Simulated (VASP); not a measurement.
Set up this calculation in VASP 6.6.1, as the native input.

| Property | Result |
| --- | --- |
| Task | single point |
| Functional | BLYP |
| Potentials or basis | VASP PAW PBE potentials, release 64 (Hf_pv) |
| Cutoff | 520 eV |
| k mesh | 18 × 18 × 10 |
| Occupations | fermi-dirac, width 0.1 eV |
| Spin | no spin polarisation |
| Dipole correction | no |
| Further INCAR settings | ALGO = Normal; EDIFF = 1e-06; NBANDS = 17 |

The structure of Hf lies in POSCAR:

```
Hf
1.0
    3.3162723694      0.0000000000      0.0000000000
   -1.6581361847      2.8719761178      0.0000000000
    0.0000000000      0.0000000000      5.2478704007
Hf
2
Direct
    0.3333333333      0.6666666667      0.2500000000
    0.6666666667      0.3333333333      0.7500000000
```

This cell differs from its parent crystal: volume scaled by 1.08.

The input as run:

INCAR

```
AGGAC = 1.0
AGGAX = 1.0
ALDAC = 0.0
ALDAX = 1.0
ALGO = Normal
EDIFF = 1E-6
ENCUT = 520
GGA = B5
ISIF = 2
ISMEAR = -1
LASPH = T
LCHARG = F
LREAL = F
LWAVE = F
NBANDS = 17
NELM = 60
PREC = Accurate
SIGMA = 0.1
```

KPOINTS

```
k-points
0
Gamma
  18 18 10
```

Potentials or basis: VASP PAW PBE potentials, release 64 (Hf_pv).

The run is started by

```console
$ cat potpaw_PBE.64/Hf_pv/POTCAR > POTCAR
$ mpirun -np 1 vasp_std > vasp.out
```

It gave:

```yaml
Pressure: -6.9 GPa
Band_gap_on_the_k_mesh: zero (band 10 reaches 5.73 eV, above the bottom of band 11 at 4.24 eV)
```

Caveat: the PAW data sets were made with another functional, which shifts forces and pressure a little; spin-orbit coupling is left out, which moves the levels of the heavy elements.

Run time: 2.4 min on 1 thread of Intel Xeon 6975P-C, on a shared host, peak memory 0.3 GiB.
